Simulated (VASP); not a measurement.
The system is GdO.

```xyz
2
Lattice="0.0000 2.6961 2.6961 2.6961 0.0000 2.6961 2.6961 2.6961 0.0000" Properties=species:S:1:pos:R:3 pbc="T T T"
Gd    0.0000    0.0000    0.0000
O     4.0442    4.0442    4.0442
```

Base run:

| Quantity | Value |
| --- | --- |
| Program | VASP 6.6.1 |
| Functional | LDA |
| Potentials or basis | VASP PAW PBE potentials, release 64 (Gd, O) |
| Cutoff | 520 eV |
| k mesh | 13 × 13 × 13 |
| Occupations | fermi-dirac, width 0.08 eV |
| Spin | collinear spin, ferromagnetic start |
| Starting moments | [7.0, 0.0] μB |

Its results: pressure -7.0 GPa; net moment 6.88 μB per cell; site moments Gd +6.65; O -0.05 μB.

Q: The run is repeated on the same cell with these changes: functional from LDA to PBEsol; further incar settings from ALGO = Normal; EDIFF = 1e-08; NBANDS = 23 to ALGO = Normal; EDIFF = 1e-07; NBANDS = 23. What comes out?

A: Pressure -3.9 GPa; net moment 7.48 μB per cell; site moments Gd +6.85; O -0.03 μB.

Caveats: the cell stands under tension; the PAW data sets were made with another functional, which shifts forces and pressure a little; a cell with one magnetic atom can't hold antiferromagnetic order, which such compounds often take.
